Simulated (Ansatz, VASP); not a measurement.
Two plane-wave programs on Au

```
Au
1.0
     0.00000    2.07199    2.07199
     2.07199    0.00000    2.07199
     2.07199    2.07199    0.00000
Au
1
Direct
  0.00000 0.00000 0.00000
```

Alike in both runs: task relaxation of cell and atoms; functional PBE; k mesh 7 × 7 × 7; occupations fermi-dirac, width 0.0974 eV; no spin polarisation.

```csv
,VASP,Ansatz
version,VASP 6.6.1,Ansatz 0.2.0
potentials or method,"VASP PAW PBE potentials, release 64 (Au), cutoff 500 eV",PAW plane waves
valence electrons in the cell,11,19
```

```csv
,VASP,Ansatz,Ansatz less VASP
"gap on the k mesh at the Fermi level, each at its own relaxed structure (eV)",none,none,-
relaxed volume (Å³/atom),17.90,17.93,+0.034
relaxed cell length with the largest relative difference (Å),2.936,2.938,+0.0019
```

A gap of «none» marks a metal or a gap that the smearing closes. VASP's potentials hold 11 valence electrons a cell and Ansatz's 19, so a difference there can come from the potentials and not from the codes.

The k mesh is coarse, so the values compare programs but aren't converged. Neither program's run includes spin-orbit coupling.
